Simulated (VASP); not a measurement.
A run of VASP 6.6.1:

Contents of POSCAR:

```
LuTlSe2
1.0
    2.0395459722      1.1775324161      7.7383220300
   -2.0395459722      1.1775324161      7.7383220300
    0.0000000000     -2.3550648321      7.7383220300
Lu Tl Se
1 1 2
Direct
    0.0000000000      0.0000000000      0.0000000000
    0.5000000000      0.5000000000      0.5000000000
    0.7331318400      0.7331318400      0.7331318400
    0.2668681600      0.2668681600      0.2668681600
```

Contents of INCAR.step1:

```
  PREC = Accurate
  ENCUT = 520
  EDIFF = 1E-7
  ISMEAR = -1
  SIGMA = 0.01
  LREAL = False
  LASPH = True
  NELM = 100
  ALGO = Normal
  ISIF = 2
  LWAVE = False
  LCHARG = True
  GGA = CA
  NBANDS = 33
```

KPOINTS.step1

```
Automatic mesh
0
Gamma
  8 8 8
```

The input INCAR.step2:

```
  PREC = Accurate
  ENCUT = 520
  EDIFF = 1E-7
  ISMEAR = -5
  SIGMA = 0.01
  LREAL = False
  LASPH = True
  NELM = 100
  ALGO = Normal
  ISIF = 2
  LWAVE = False
  LCHARG = False
  GGA = CA
  LORBIT = 10
  NEDOS = 1001
  ICHARG = 11
```

KPOINTS.step2

```
Automatic mesh
0
Gamma
  12 12 12
```

Potentials or basis: VASP PAW PBE potentials, release 64 (Lu, Tl_d, Se).

The run is started by

```console
$ cat potpaw_PBE.64/Lu/POTCAR potpaw_PBE.64/Tl_d/POTCAR potpaw_PBE.64/Se/POTCAR > POTCAR
$ cp INCAR.step1 INCAR
$ cp KPOINTS.step1 KPOINTS
$ mpirun -np 1 vasp_std > vasp.out
$ cp INCAR.step2 INCAR
$ cp KPOINTS.step2 KPOINTS
$ mpirun -np 1 vasp_std > vasp.out
```

Hardware: 1 thread of Intel(R) Xeon(R) Platinum 8488C (Sapphire Rapids), with other jobs on the host.

Question: How long does it take, and how much memory?

Answer: Run time: 25 min on 1 thread of Intel(R) Xeon(R) Platinum 8488C (Sapphire Rapids), on a shared host, peak memory 0.89 GiB. Counts: k points 189.
